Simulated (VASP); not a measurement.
# MgO (P-6m2) in VASP: single point with PBEsol+D3(BJ)

Aim: the single point of MgO with PBEsol+D3(BJ).

All numbers are computed with VASP 6.6.1; they aren't measurements. Logs are shortened: lines on timing, memory, paths and dates and some standing lists are left out, and cuts for length are marked.

## (1) The cell of the first run

Symmetry: P-6m2, No. 187, hexagonal system. The conventional cell has a = 2.938 Å, b = 2.938 Å, c = 2.680 Å, α = 90.00°, β = 90.00°, γ = 120.00°. Mg (site symmetry -6m2) has 6 O at 2.16 Å and 2 Mg at 2.68 Å within 2.9 Å. Within 2.9 Å of O (site symmetry -6m2) lie 6 Mg at 2.16 Å and 2 O at 2.68 Å.

## (2) Single point, PBEsol+D3(BJ)

Contents of INCAR:

```
SYSTEM = MgO
PREC = Accurate
ENCUT = 520
EDIFF = 1E-6
ISMEAR = 0
SIGMA = 0.01
LREAL = .FALSE.
LASPH = .TRUE.
NELM = 80
ALGO = Normal
ISIF = 2
LWAVE = .FALSE.
LCHARG = .FALSE.
GGA = PS
IVDW = 12
NBANDS = 11
```

Contents of KPOINTS:

```
Automatic mesh
0
G
  7 7 6
  0 0 0
```

Contents of POSCAR:

```
MgO
1.0
    2.9380209000      0.0000000000      0.0000000000
   -1.4690104500      2.5444007400      0.0000000000
    0.0000000000      0.0000000000      2.6796800000
Mg O
1 1
Direct
    0.0000000000      0.0000000000      0.0000000000
    0.3333333300      0.6666666700      0.5000000000
```

Potentials or basis: VASP PAW PBE potentials, release 64 (Mg, O).

The run is started by

```sh
> cat potpaw_PBE.64/Mg/POTCAR potpaw_PBE.64/O/POTCAR > POTCAR
> mpirun -np 1 vasp_std > vasp.out
```

OUTCAR:

```text
SYSTEM = MgO
   PREC = Accurate
   ENCUT = 520
   EDIFF = 1E-6
   ISMEAR = 0
   LREAL = .FALSE.
   LASPH = .TRUE.
   NELM = 80
   ISIF = 2
   GGA = PS
   IVDW = 12
 IVDW          = 12

 ion  position               nearest neighbor table
   1  0.000  0.000  0.000-   2 2.16   2 2.16   2 2.16   2 2.16   2 2.16   2 2.16
   2  0.333  0.667  0.500-   1 2.16   1 2.16   1 2.16   1 2.16   1 2.16   1 2.16

  LATTYP: Found a hexagonal cell.
 ALAT       =     2.9380209000
 C/A-ratio  =     0.9120697542

  Lattice vectors:

 A1 = (   2.9380209000,   0.0000000000,   0.0000000000)
 A2 = (  -1.4690104500,   2.5444007400,   0.0000000000)
 A3 = (   0.0000000000,   0.0000000000,   2.6796800000)

Analysis of symmetry for initial positions (statically):
=====================================================================
 Subroutine PRICEL returns:
 Original cell was already a primitive cell.

 Routine SETGRP: Setting up the symmetry group for a
 hexagonal supercell.

 Subroutine GETGRP returns: Found 12 space group operations
 (whereof 12 operations were pure point group operations)
 out of a pool of 24 trial point group operations.

The static configuration has the point symmetry D_3h.

Analysis of symmetry for dynamics (positions and initial velocities):
=====================================================================
 Subroutine PRICEL returns:
 Original cell was already a primitive cell.

 Routine SETGRP: Setting up the symmetry group for a
 hexagonal supercell.

 Subroutine GETGRP returns: Found 12 space group operations
 (whereof 12 operations were pure point group operations)
 out of a pool of 24 trial point group operations.

The dynamic configuration has the point symmetry D_3h.

 Subroutine INISYM returns: Found 12 space group operations
 (whereof 12 operations are pure point group operations),
 and found     1 'primitive' translations

----------------------------------------------------------------------------------------

                                     Primitive cell

  volume of cell :      20.0320

  direct lattice vectors                    reciprocal lattice vectors
     2.938020900  0.000000000  0.000000000     0.340365176  0.196509926  0.000000000
    -1.469010450  2.544400740  0.000000000     0.000000000  0.393019851  0.000000000
     0.000000000  0.000000000  2.679680000     0.000000000  0.000000000  0.373178887

  length of vectors
     2.938020900  2.938020903  2.679680000     0.393019852  0.393019851  0.373178887

  position of ions in fractional coordinates (direct lattice)
     0.000000000  0.000000000  0.000000000
     0.333333330  0.666666670  0.500000000

  ion indices of the primitive-cell ions
   primitive index   ion index
                 1           1
                 2           2

----------------------------------------------------------------------------------------

 KPOINTS: Automatic mesh

Automatic generation of k-mesh.
 Grid dimensions read from file:
 generate k-points for:    7    7    6

 Generating k-lattice:

  Cartesian coordinates                     Fractional coordinates (reciprocal lattice)
     0.048623597  0.028072847  0.000000000     0.142857143  0.000000000  0.000000000
     0.000000000  0.056145693  0.000000000     0.000000000  0.142857143  0.000000000
     0.000000000  0.000000000  0.062196481     0.000000000  0.000000000  0.166666667

  Length of vectors
     0.056145693  0.056145693  0.062196481

  Shift w.r.t. Gamma in fractional coordinates (k-lattice)
     0.000000000  0.000000000  0.000000000

 Subroutine IBZKPT returns following result:
 ===========================================

 Found     32 irreducible k-points:

 Following reciprocal coordinates:
            Coordinates               Weight
  0.000000  0.000000  0.000000      1.000000
  0.142857 -0.000000  0.000000      6.000000
  0.285714 -0.000000  0.000000      6.000000
  0.428571 -0.000000  0.000000      6.000000
  0.142857  0.142857  0.000000      6.000000
  0.285714  0.142857  0.000000     12.000000
[... 16 lines left out ...]
  0.428571  0.142857  0.333333     12.000000
  0.285714  0.285714  0.333333     12.000000
 [... further k-points ...]
   k-points           NKPTS =     32   k-points in BZ     NKDIM =     32   number of bands    NBANDS=     11
   number of dos      NEDOS =    301   number of ions     NIONS =      2
   total plane-waves  NPLWV =  11520
   dimension x,y,z NGX =    24 NGY =   24 NGZ =   20
   dimension x,y,z NGXF=    48 NGYF=   48 NGZF=   40
   ions per type =               1   1
   NGX,Y,Z   is equivalent  to a cutoff of  13.58, 13.58, 12.41 a.u.
   NGXF,Y,Z  is equivalent  to a cutoff of  27.16, 27.16, 24.82 a.u.
 SYSTEM =  MgO
   PREC   = accura    normal or accurate (medium, high low for compatibility)
   ISTART =      0    job   : 0-new  1-cont  2-samecut
   ICHARG =      2    charge: 1-file 2-atom 10-const
   ISPIN  =      1    spin polarized calculation?
   LNONCOLLINEAR =      F non collinear calculations
   LSORBIT =      F    spin-orbit coupling
   LASPH  =      T    aspherical Exc in radial PAW
   ENCUT  =  520.0 eV  38.22 Ry    6.18 a.u.   5.46  5.46  4.98*2*pi/ulx,y,z
   NELM   =     80;   NELMIN=  2; NELMDL= -5     # of ELM steps
   EDIFF  = 0.1E-05   stopping-criterion for ELM
   LREAL  =      F    real-space projection
   EDIFFG = 0.1E-04   stopping-criterion for IOM
   NSW    =      0    number of steps for IOM
   IBRION =     -1    ionic relax: 0-MD 1-quasi-New 2-CG
   NFREE  =      0    steps in history (QN), initial steepest desc. (CG)
   ISIF   =      2    stress and relaxation
   ISYM   =      2    0-nonsym 1-usesym 2-fastsym
   POTIM  = 0.5000    time-step for ionic-motion
   TEBEG  =    0.0;   TEEND  =   0.0 temperature during run
   PSTRESS=    0.0 pullay stress
   NELECT =       8.0000    total number of electrons
   NUPDOWN=      -1.0000    fix difference up-down
   EMIN   =  10.00;   EMAX   =-10.00  energy-range for DOS
   EFERMI =   0.00;   METHOD = LEGACY
   ISMEAR =     0;   SIGMA  =   0.01  broadening in eV -4-tet -1-fermi 0-gaus
   EFERMI_NEDOS =   21; number of points for ismear=-14 and -15
   IALGO  =     38    algorithm
   IMIX   =      4    mixing-type and parameters
     AMIX     =   0.40;   BMIX     =  1.00
     AMIX_MAG =   1.60;   BMIX_MAG =  1.00
  volume/ion in A,a.u.               =      10.02        67.59
  Fermi-wavevector in a.u.,A,eV,Ry     =   1.205583  2.278221 19.775115  1.453430
  Thomas-Fermi vector in A             =   2.341275
   LORBIT       =      0    0 simple, 1 ext, 2 COOP (PROOUT), +10 PAW based schemes
   GGA     = PS    functional components
   LHFCALC =     F    Hartree Fock is set to
   AEXX    =    0.0000 exact exchange contribution
   IVDW    =    12    specifies the selected vdW correction
   LEPSILON=     F    determine dielectric tensor
   LRPA    =     F    only Hartree local field effects (RPA)
 non-spin polarized calculation
 Gauss-broadening in eV      SIGMA  =   0.01
  energy-cutoff  :      520.00
  volume of cell :       20.03
 maximum number of plane-waves:       562
 NGX is ok and might be reduce to    24
   NGX = 11   NGY = 11   NGZ =  9

 number of electron       7.9999996 magnetization

 Free energy of the ion-electron system (eV)
  ---------------------------------------------------
  ext. energy  EPLUGINS =         0.00000000
  ---------------------------------------------------
  free energy    TOTEN  =       -11.81563768 eV

  energy without entropy =      -11.81563768  energy(sigma->0) =      -11.81563768

 E-fermi :   3.3143     XC(G=0): -10.9542

 val. band max:        3.1709688308   @ k =   0.2857   0.2857   0.0000
 cond. band min:       6.1051620361   @ k =   0.0000   0.0000   0.0000
 fundamental gap:      2.9341932052
 Fermi energy:         3.3143480483

 k-point     1 :       0.0000    0.0000    0.0000
  band No.  band energies     occupation
      1     -14.1871      2.00000
      2       2.5780      2.00000
      3       2.5780      2.00000
      4       2.7799      2.00000
      5       6.1052      0.00000
      6      14.8771      0.00000
      7      18.6322      0.00000
      8      18.6322      0.00000
      9      22.8349      0.00000
     10      23.9429      0.00000
     11      25.5604      0.00000

 k-point     2 :       0.1429   -0.0000    0.0000
  band No.  band energies     occupation
      1     -14.0100      2.00000
      2       1.3764      2.00000
      3       2.4306      2.00000
      4       2.8437      2.00000
      5       7.2320      0.00000
      6      14.8115      0.00000
      7      17.1670      0.00000
      8      19.1375      0.00000
      9      23.5995      0.00000
     10      24.1831      0.00000
     11      25.9185      0.00000

 k-point     3 :       0.2857   -0.0000    0.0000
  band No.  band energies     occupation
      1     -13.5784      2.00000
      2      -0.4263      2.00000
      3       2.1207      2.00000
      4       2.9926      2.00000
      5       8.8197      0.00000
      6      13.7949      0.00000
      7      16.8188      0.00000
      8      20.1593      0.00000
      9      22.7577      0.00000
     10      23.8597      0.00000
     11      27.3549      0.00000
[... 267 lines left out ...]
 k-point    23 :       0.4286    0.1429    0.3333
  band No.  band energies     occupation
      1     -12.5328      2.00000
      2      -0.4762      2.00000
      3       0.2817      2.00000
      4       1.6636      2.00000
      5       9.8023      0.00000
      6      13.9440      0.00000
      7      17.1788      0.00000
      8      18.0200      0.00000
      9      18.8973      0.00000
     10      25.2622      0.00000
     11      25.6748      0.00000

 k-point    24 :       0.2857    0.2857    0.3333
  band No.  band energies     occupation
      1     -12.4967      2.00000
      2      -0.0604      2.00000
      3       0.3675      2.00000
      4       0.8758      2.00000
      5      10.0310      0.00000
      6      14.3112      0.00000
      7      16.8265      0.00000
      8      17.8426      0.00000
      9      18.7249      0.00000
     10      24.5097      0.00000
     11      28.5776      0.00000

 [... further k-points ...]

------------------------ aborting loop because EDIFF is reached ----------------------------------------

 Edisp (eV)   -0.46334

 E8    (eV) :    -0.2865

  FORCE on cell =-STRESS in cart. coord.  units (eV):
  Direction    XX          YY          ZZ          XY          YZ          ZX
  --------------------------------------------------------------------------------------
  -------------------------------------------------------------------------------------
  Total      -1.01052    -1.01052    -1.04152     0.00000     0.00000     0.00000
  in kB     -80.82213   -80.82213   -83.30218     0.00000     0.00000     0.00000
  external pressure =      -81.65 kB  Pullay stress =        0.00 kB

 VOLUME and BASIS-vectors are now :
 -----------------------------------------------------------------------------
  energy-cutoff  :      520.00
  volume of cell :       20.03
      direct lattice vectors                 reciprocal lattice vectors
     2.938020900  0.000000000  0.000000000     0.340365176  0.196509926  0.000000000
    -1.469010450  2.544400740  0.000000000     0.000000000  0.393019851  0.000000000
     0.000000000  0.000000000  2.679680000     0.000000000  0.000000000  0.373178887

 POSITION                                       TOTAL-FORCE (eV/Angst)
 -----------------------------------------------------------------------------------
      0.00000      0.00000      0.00000         0.000000      0.000000      0.000000
     -0.00000      1.69627      1.33984         0.000000      0.000000      0.000000
 -----------------------------------------------------------------------------------
    total drift:                                0.000018     -0.000011     -0.000000

  FREE ENERGIE OF THE ION-ELECTRON SYSTEM (eV)
  ---------------------------------------------------
  free  energy   TOTEN  =       -12.2789810628 eV

  energy  without entropy=      -12.2789810628  energy(sigma->0) =      -12.27898106
```

Wall time 6.2 s (1 thread of Intel Xeon Platinum 8259CL at 2.50GHz (Skylake/Cascade Lake), shared host); peak memory 0.14 GiB.

Results:

```
Free energy                : -12.2790 eV
Pressure                   : -8.2 GPa
Band gap on the k mesh     : 2.93 eV, indirect (least direct gap 3.33 eV)
Dispersion energy per atom : -0.232 eV
```

Levels at points of the mesh, in eV from the valence-band top:
| k point | band 1 | band 2 | band 3 | band 4 | band 5 | band 6 | band 7 | band 8 | band 9 |
| --- | --- | --- | --- | --- | --- | --- | --- | --- | --- |
| (0.00, 0.00, 0.00) | -17.36 | -0.59 | -0.59 | -0.39 | 2.93 | 11.71 | 15.46 | 15.46 | 19.66 |
| (0.00, 0.00, 0.50) | -16.26 | -5.39 | -0.08 | -0.08 | 8.17 | 8.94 | 17.44 | 17.44 | 18.37 |

Caveat: the PAW data sets were made with another functional, which shifts forces and pressure a little.
